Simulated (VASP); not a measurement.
# Y (P6_3/mmc) in VASP: further runs

Runs on Y. Level: r2SCAN. Tasks: relaxation of cell and atoms, single point.

Program: VASP 6.6.1. These are calculated values, not measurements. Logs are shortened: lines on timing, memory, paths and dates and some standing lists are left out, and cuts for length are marked.

## Step 1: The cell of the first run

The structure is hexagonal, space group P6_3/mmc (No. 194). The conventional cell has a = 3.643 Å, b = 3.643 Å, c = 5.879 Å, α = 90.00°, β = 90.00°, γ = 120.00°. Y (site symmetry -6m2) has 12 Y at 3.61 to 3.64 Å within 4.7 Å.

## Step 2: Relaxation of cell and atoms, r2SCAN

The input, POSCAR:

```
Y
1.0
    3.6425693900      0.0000000000      0.0000000000
   -1.8212847000      3.1545576300      0.0000000000
    0.0000000000      0.0000000000      5.8791583500
Y
2
Direct
    0.3333333300      0.6666666700      0.2500000000
    0.6666666700      0.3333333300      0.7500000000
```

The input, INCAR.step1:

```
PREC     = Accurate       # precision mode
ENCUT    = 600            # plane-wave cutoff, eV
ISMEAR   = 0              # smearing method
SIGMA    = 0.1            # smearing width, eV
LREAL    = False          # projectors in reciprocal space
LASPH    = True           # aspherical terms in the spheres
NELM     = 60             # most SCF steps
GGA      = PE             # functional
ALGO     = Normal         # electronic algorithm
EDIFF    = 1E-4           # SCF threshold, eV
LWAVE    = True           # write WAVECAR
LCHARG   = False          # write CHGCAR
```

The input, INCAR.step2:

```
PREC     = Accurate       # precision mode
ENCUT    = 600            # plane-wave cutoff, eV
EDIFF    = 1E-7           # SCF threshold, eV
ISMEAR   = 0              # smearing method
SIGMA    = 0.1            # smearing width, eV
LREAL    = False          # projectors in reciprocal space
LASPH    = True           # aspherical terms in the spheres
NELM     = 60             # most SCF steps
ALGO     = Normal         # electronic algorithm
ISIF     = 3              # what is computed and relaxed
LWAVE    = False          # write WAVECAR
LCHARG   = False          # write CHGCAR
METAGGA  = R2SCAN         # meta-GGA
LMIXTAU  = True         
IBRION   = 2              # ionic algorithm
NSW      = 100            # ionic steps
EDIFFG   = -0.002         # ionic threshold
ISTART   = 1
```

The input, KPOINTS:

```
Automatic mesh
0
Gamma
  12 12 6
```

Potentials or basis: VASP PAW PBE potentials, release 64 (Y_sv).

Started as:

```bash
> cat potpaw_PBE.64/Y_sv/POTCAR > POTCAR
> cp INCAR.step1 INCAR
> mpirun -np 1 vasp_std > vasp.out
> cp INCAR.step2 INCAR
> mpirun -np 1 vasp_std > vasp.out
```

OUTCAR:

```text
PREC = Accurate
   ENCUT = 600
   EDIFF = 1E-7
   ISMEAR = 0
   LREAL = False
   LASPH = True
   NELM = 60
   ISIF = 3
   METAGGA = R2SCAN
   IBRION = 2
   NSW = 100
   EDIFFG = -0.002
   ISTART = 1

 ion  position               nearest neighbor table
   1  0.333  0.667  0.250-   2 3.61   2 3.61   2 3.61   2 3.61   2 3.61   2 3.61
   2  0.667  0.333  0.750-   1 3.61   1 3.61   1 3.61   1 3.61   1 3.61   1 3.61

  LATTYP: Found a hexagonal cell.
 ALAT       =     3.6425693900
 C/A-ratio  =     1.6140140984

  Lattice vectors:

 A1 = (   3.6425693900,   0.0000000000,   0.0000000000)
 A2 = (  -1.8212847000,   3.1545576300,   0.0000000000)
 A3 = (   0.0000000000,   0.0000000000,   5.8791583500)

Analysis of symmetry for initial positions (statically):
=====================================================================
 Subroutine PRICEL returns:
 Original cell was already a primitive cell.

 Routine SETGRP: Setting up the symmetry group for a
 hexagonal supercell.

 Subroutine GETGRP returns: Found 24 space group operations
 (whereof 12 operations were pure point group operations)
 out of a pool of 24 trial point group operations.

The static configuration has the point symmetry D_3d.
 The point group associated with its full space group is D_6h.

Analysis of symmetry for dynamics (positions and initial velocities):
=====================================================================
 Subroutine PRICEL returns:
 Original cell was already a primitive cell.

 Routine SETGRP: Setting up the symmetry group for a
 hexagonal supercell.

 Subroutine GETGRP returns: Found 24 space group operations
 (whereof 12 operations were pure point group operations)
 out of a pool of 24 trial point group operations.

The dynamic configuration has the point symmetry D_3d.
 The point group associated with its full space group is D_6h.

 Subroutine INISYM returns: Found 24 space group operations
 (whereof 12 operations are pure point group operations),
 and found     1 'primitive' translations

----------------------------------------------------------------------------------------

                                     Primitive cell

  volume of cell :      67.5556

  direct lattice vectors                    reciprocal lattice vectors
     3.642569390  0.000000000  0.000000000     0.274531489  0.158500830  0.000000000
    -1.821284700  3.154557630  0.000000000     0.000000000  0.317001658  0.000000000
     0.000000000  0.000000000  5.879158350     0.000000000  0.000000000  0.170092374

  length of vectors
     3.642569390  3.642569395  5.879158350     0.317001659  0.317001658  0.170092374

  position of ions in fractional coordinates (direct lattice)
     0.333333330  0.666666670  0.250000000
     0.666666670  0.333333330  0.750000000

  ion indices of the primitive-cell ions
   primitive index   ion index
                 1           1
                 2           2

----------------------------------------------------------------------------------------

 KPOINTS: Automatic mesh

Automatic generation of k-mesh.
 Grid dimensions read from file:
 generate k-points for:   12   12    6

 Generating k-lattice:

  Cartesian coordinates                     Fractional coordinates (reciprocal lattice)
     0.022877624  0.013208402  0.000000000     0.083333333 -0.000000000  0.000000000
     0.000000000  0.026416805  0.000000000     0.000000000  0.083333333  0.000000000
     0.000000000  0.000000000  0.028348729     0.000000000  0.000000000  0.166666667

  Length of vectors
     0.026416805  0.026416805  0.028348729

  Shift w.r.t. Gamma in fractional coordinates (k-lattice)
     0.000000000  0.000000000  0.000000000

 Subroutine IBZKPT returns following result:
 ===========================================

 Found     76 irreducible k-points:

 Following reciprocal coordinates:
            Coordinates               Weight
  0.000000  0.000000  0.000000      1.000000
  0.083333  0.000000  0.000000      6.000000
  0.166667 -0.000000  0.000000      6.000000
  0.250000  0.000000  0.000000      6.000000
  0.333333  0.000000  0.000000      6.000000
  0.416667  0.000000  0.000000      6.000000
[... 16 lines left out ...]
  0.250000  0.000000  0.166667     12.000000
  0.333333  0.000000  0.166667     12.000000
 [... further k-points ...]
   k-points           NKPTS =     76   k-points in BZ     NKDIM =     76   number of bands    NBANDS=     15
   number of dos      NEDOS =    301   number of ions     NIONS =      2
   total plane-waves  NPLWV =  43200
   dimension x,y,z NGX =    30 NGY =   30 NGZ =   48
   dimension x,y,z NGXF=    60 NGYF=   60 NGZF=   96
   ions per type =               2
   NGX,Y,Z   is equivalent  to a cutoff of  13.69, 13.69, 13.57 a.u.
   NGXF,Y,Z  is equivalent  to a cutoff of  27.38, 27.38, 27.15 a.u.
 SYSTEM =  unknown system
   PREC   = accura    normal or accurate (medium, high low for compatibility)
   ISTART =      1    job   : 0-new  1-cont  2-samecut
   ICHARG =      0    charge: 1-file 2-atom 10-const
   ISPIN  =      1    spin polarized calculation?
   LNONCOLLINEAR =      F non collinear calculations
   LSORBIT =      F    spin-orbit coupling
   LASPH  =      T    aspherical Exc in radial PAW
   ENCUT  =  600.0 eV  44.10 Ry    6.64 a.u.   7.28  7.28 11.74*2*pi/ulx,y,z
   NELM   =     60;   NELMIN=  2; NELMDL=  0     # of ELM steps
   EDIFF  = 0.1E-06   stopping-criterion for ELM
   LREAL  =      F    real-space projection
   EDIFFG = -.2E-02   stopping-criterion for IOM
   NSW    =    100    number of steps for IOM
   IBRION =      2    ionic relax: 0-MD 1-quasi-New 2-CG
   NFREE  =      1    steps in history (QN), initial steepest desc. (CG)
   ISIF   =      3    stress and relaxation
   ISYM   =      2    0-nonsym 1-usesym 2-fastsym
   POTIM  = 0.5000    time-step for ionic-motion
   TEBEG  =    0.0;   TEEND  =   0.0 temperature during run
   PSTRESS=    0.0 pullay stress
   NELECT =      22.0000    total number of electrons
   NUPDOWN=      -1.0000    fix difference up-down
   EMIN   =  10.00;   EMAX   =-10.00  energy-range for DOS
   EFERMI =   0.00;   METHOD = LEGACY
   ISMEAR =     0;   SIGMA  =   0.10  broadening in eV -4-tet -1-fermi 0-gaus
   EFERMI_NEDOS =   21; number of points for ismear=-14 and -15
   IALGO  =     38    algorithm
   IMIX   =      4    mixing-type and parameters
     AMIX     =   0.40;   BMIX     =  1.00
     AMIX_MAG =   1.60;   BMIX_MAG =  1.00
  volume/ion in A,a.u.               =      33.78       227.94
  Fermi-wavevector in a.u.,A,eV,Ry     =   1.126320  2.128437 17.260315  1.268597
  Thomas-Fermi vector in A             =   2.263002
   LORBIT       =      0    0 simple, 1 ext, 2 COOP (PROOUT), +10 PAW based schemes
   METAGGA = R2SCAN    functional components
   LHFCALC =     F    Hartree Fock is set to
   AEXX    =    0.0000 exact exchange contribution
   IVDW    =     0    specifies the selected vdW correction
   LEPSILON=     F    determine dielectric tensor
   LRPA    =     F    only Hartree local field effects (RPA)
 conjugate gradient relaxation of ions
 non-spin polarized calculation
 Gauss-broadening in eV      SIGMA  =   0.10
  energy-cutoff  :      600.00
  volume of cell :       67.56
 maximum number of plane-waves:      2297
 NGX is ok and might be reduce to    30
   NGX = 15   NGY = 15   NGZ = 23

--------------------------------------- Ionic step        1  -------------------------------------------

 number of electron      22.0000001 magnetization

 Free energy of the ion-electron system (eV)
  ---------------------------------------------------
  ext. energy  EPLUGINS =         0.00000000
  ---------------------------------------------------
  free energy    TOTEN  =       -40.53869389 eV

  energy without entropy =      -40.51983353  energy(sigma->0) =      -40.52926371

------------------------ aborting loop because EDIFF is reached ----------------------------------------

  FORCE on cell =-STRESS in cart. coord.  units (eV):
  Direction    XX          YY          ZZ          XY          YZ          ZX
  --------------------------------------------------------------------------------------
  -------------------------------------------------------------------------------------
  Total        0.2488494      0.2488494     -0.8124175     -0.0000000      0.0000000      0.0000000
  in kB        5.9018158      5.9018159    -19.2676340     -0.0000000      0.0000000      0.0000000
  external PRESSURE =      -2.4880008 kB  Pullay stress =       0.0000000 kB
[... 93 lines left out ...]
  energy  without entropy=      -40.5382065237  energy(sigma->0) =      -40.54616522

--------------------------------------- Ionic step        4  -------------------------------------------

 number of electron      22.0000001 magnetization

 E-fermi :   2.9546     XC(G=0): -10.0062

 val. band max:        2.9522676409   @ k =   0.2500   0.0000   0.3333
 cond. band min:       2.9794745538   @ k =   0.4167   0.0833   0.3333
 fundamental gap:      0.0272069129
 Fermi energy:         2.9545836798

 k-point     1 :       0.0000    0.0000    0.0000
  band No.  band energies     occupation
      1     -41.2560      2.00000
      2     -41.1773      2.00000
      3     -20.8902      2.00000
      4     -20.4043      2.00000
      5     -20.4043      2.00000
      6     -20.3111      2.00000
      7     -20.3111      2.00000
      8     -20.2791      2.00000
      9      -1.9296      2.00000
     10       1.1153      2.00000
     11       3.7572      0.00000
     12       4.9135      0.00000
     13       4.9135      0.00000
     14       5.3667      0.00000
     15       5.5950      0.00000
[... 483 lines left out ...]
  energy  without entropy=      -40.5382442866  energy(sigma->0) =      -40.54624042

--------------------------------------- Ionic step        6  -------------------------------------------

 number of electron      22.0000001 magnetization

 Free energy of the ion-electron system (eV)
  ---------------------------------------------------
  ext. energy  EPLUGINS =         0.00000000
  ---------------------------------------------------
  free energy    TOTEN  =       -40.55425592 eV

  energy without entropy =      -40.53830966  energy(sigma->0) =      -40.54628279

 E-fermi :   2.9367     XC(G=0):  -9.9915

 val. band max:        2.9230797343   @ k =   0.3333   0.0833   0.1667
 cond. band min:       2.9379430347   @ k =   0.2500   0.0000   0.3333
 fundamental gap:      0.0148633004
 Fermi energy:         2.9366520511

 k-point     1 :       0.0000    0.0000    0.0000
  band No.  band energies     occupation
      1     -41.2828      2.00000
      2     -41.2051      2.00000
      3     -20.9131      2.00000
      4     -20.4328      2.00000
      5     -20.4328      2.00000
      6     -20.3402      2.00000
      7     -20.3402      2.00000
      8     -20.3081      2.00000
      9      -1.9416      2.00000
     10       1.1047      2.00000
     11       3.7348      0.00000
     12       4.8916      0.00000
     13       4.8916      0.00000
     14       5.3502      0.00000
     15       5.5716      0.00000
[... 443 lines left out ...]
  FREE ENERGIE OF THE ION-ELECTRON SYSTEM (eV)
  ---------------------------------------------------
  free  energy   TOTEN  =       -40.5542559231 eV

  energy  without entropy=      -40.5383096650  energy(sigma->0) =      -40.54628279

 reached required accuracy - stopping structural energy minimisation
```

It took 33 min on 1 thread of Intel Xeon 6975P-C, shared host; peak memory 0.29 GiB.

What came out:

| Property | Result |
| --- | --- |
| Free energy | -40.5543 eV |
| Relaxed volume | 33.46 Å³/atom |
| Relaxed cell | a = 3.684 Å, b = 3.684 Å, c = 5.695 Å, α = 90.00°, β = 90.00°, γ = 120.00° |
| Space group after relaxing (to 0.05 Å) | P6_3/mmc (No. 194) |
| Energy gained by relaxing | 7.8 meV/atom |
| Ionic steps | 6 |
| Pressure after relaxing | 0.0 GPa |
| Band gap on the k mesh | zero (band 11 reaches 4.06 eV, above the bottom of band 12 at 2.38 eV) |

Step by step:
```tsv
step	energy change (eV)	largest force (eV/Å)	pressure (GPa)	volume (Å³)
1	0.0000	0.0000	-0.25	67.56
2	-0.0131	0.0000	-0.01	67.03
3	-0.0154	0.0000	0.14	66.71
4	-0.0154	0.0000	0.15	66.69
5	-0.0155	0.0000	-0.06	67.02
6	-0.0156	0.0000	0.00	66.92
```

Final structure:
```
Y
1.0
     3.68358    0.00000    0.00000
    -1.84179    3.19007    0.00000
     0.00000    0.00000    5.69512
Y
2
Cartesian
  0.0000 2.1267 1.4238
  1.8418 1.0634 4.2713
```

Caveat: the PAW data sets were made with another functional, which shifts forces and pressure a little.

## Step 3: Single point, r2SCAN

POSCAR is that of step 2.

The input, INCAR.step1:

```
PREC = Accurate
ENCUT = 520
ISMEAR = 0
SIGMA = 0.1
LREAL = False
LASPH = True
NELM = 100
NBANDS = 18
GGA = PE
ALGO = Normal
EDIFF = 1E-4
LWAVE = True
LCHARG = False
```

The input, INCAR.step2:

```
PREC = Accurate
ENCUT = 520
EDIFF = 1E-7
ISMEAR = 0
SIGMA = 0.1
LREAL = False
LASPH = True
NELM = 100
ALGO = Normal
ISIF = 2
LWAVE = False
LCHARG = True
METAGGA = R2SCAN
LMIXTAU = True
LELF = True
LVHAR = True
NBANDS = 18
ISTART = 1
```

The input, KPOINTS:

```
regular mesh
0
Gamma
  6 6 4
```

Potentials or basis: VASP PAW PBE potentials, release 64 (Y_sv).

Started as:

```bash
> cat potpaw_PBE.64/Y_sv/POTCAR > POTCAR
> cp INCAR.step1 INCAR
> mpirun -np 1 vasp_std > vasp.out
> cp INCAR.step2 INCAR
> mpirun -np 1 vasp_std > vasp.out
```

Wall time 83 s (1 thread of Intel Xeon Platinum 8488C (Sapphire Rapids), shared host); peak memory 0.21 GiB.

It converged, with:

```
Free energy            : -40.5500 eV
Pressure               : -0.3 GPa
Band gap on the k mesh : zero (band 11 reaches 3.85 eV, above the bottom of band 12 at 2.41 eV)
```

Stress tensor (GPa, compression positive):
```
 0.71  0.00  0.00
 0.00  0.71  0.00
 0.00  0.00 -2.19
```

Levels at points of the mesh, in eV from the Fermi level:
```
           k point  band 9  band 10  band 11  band 12  band 13  band 14
(0.00, 0.00, 0.00)   -4.92    -1.93     0.43     1.97     1.97     2.06
(0.50, 0.00, 0.00)   -1.71    -1.20    -0.87    -0.21     1.31     1.79
(0.00, 0.00, 0.50)   -3.52    -3.52     0.90     0.90     1.94     1.94
(0.50, 0.00, 0.50)   -1.68    -1.68     0.01     0.01     1.29     1.29
```

Caveat: the PAW data sets were made with another functional, which shifts forces and pressure a little.
